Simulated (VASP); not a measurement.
Runs of VASP 6.6.1 on CdS. The structure is that of space group P6_3mc (No. 186), or close to it. The cells are those of the table. 

```csv
task,cell,gap on the mesh (eV),pressure (GPa),largest force (eV/Å)
single point,"a = 4.149, b = 4.149, c = 6.771 Å, angles 90.0, 90.0, 120.0°, 4 atoms",0.95,-2.8,0.24
single point,"a = 4.135, b = 4.135, c = 6.816 Å, angles 90.0, 90.0, 120.0°, 4 atoms",0.94,(a),0.28
electric field gradients,"a = 4.149, b = 4.149, c = 6.771 Å, angles 90.0, 90.0, 120.0°, 4 atoms",0.95,-2.8,0.24
electric field gradients,"a = 4.189, b = 4.189, c = 6.838 Å, angles 90.0, 90.0, 120.0°, 4 atoms",0.88,-4.3,(b)
electric field gradients,"a = 4.107, b = 4.107, c = 6.704 Å, angles 90.0, 90.0, 120.0°, 4 atoms",(c),-1.1,0.27
```

Alike in all rows: level LDA; potentials or basis VASP PAW LDA potentials, release 64 (Cd, S); no spin polarisation; k mesh 8 × 8 × 4; cutoff (eV) 520; smearing fermi-dirac 0.02 eV.

Question: Fill in the values left out.

Answer: (a) -2.7; (b) 0.21; (c) 1.02.

A k mesh can miss the band edges, and the runs leave out spin-orbit coupling on Cd.
